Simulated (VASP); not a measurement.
The system is Y.

```
Y
1.0
     3.64740    0.00000    0.00000
    -1.82370    3.15874    0.00000
     0.00000    0.00000    5.73060
Y
2
Cartesian
  0.0000 2.1058 1.4326
  1.8237 1.0529 4.2980
```

* Program: VASP 6.6.1
* Task: relaxation of cell and atoms
* Functional: LDA
* Potentials or basis: VASP PAW LDA potentials, release 64 (Y_sv)
* Cutoff: 600 eV
* k mesh: 8 × 8 × 5
* Occupations: methfessel-paxton, width 0.1 eV
* Spin: no spin polarisation

At the start: pressure -3.9 GPa; volume 33.01 Å³/atom.

Q: Where does the relaxation end?

A: Over 7 steps the energy falls by 42.1 meV/atom and the volume is 29.68 Å³/atom (-10.1 %); space group P6_3/mmc (No. 194, to 0.1 Å) before and after.

The path:
```tsv
step	energy change (eV)	largest force (eV/Å)	pressure (GPa)	volume (Å³)
1	0.0000	0.0000	-3.87	66.02
2	-0.0822	0.0000	0.59	58.70
3	-0.0837	0.0000	0.00	59.50
4	-0.0837	0.0000	-0.10	59.63
5	-0.0839	0.0000	-0.09	59.60
6	-0.0841	0.0000	-0.09	59.55
7	-0.0841	0.0000	0.04	59.36
```

Final structure:
```
Y
1.0
     3.51403    0.00000    0.00000
    -1.75701    3.04324    0.00000
     0.00000    0.00000    5.55079
Y
2
Direct
  0.33333 0.66667 0.25000
  0.66667 0.33333 0.75000
```
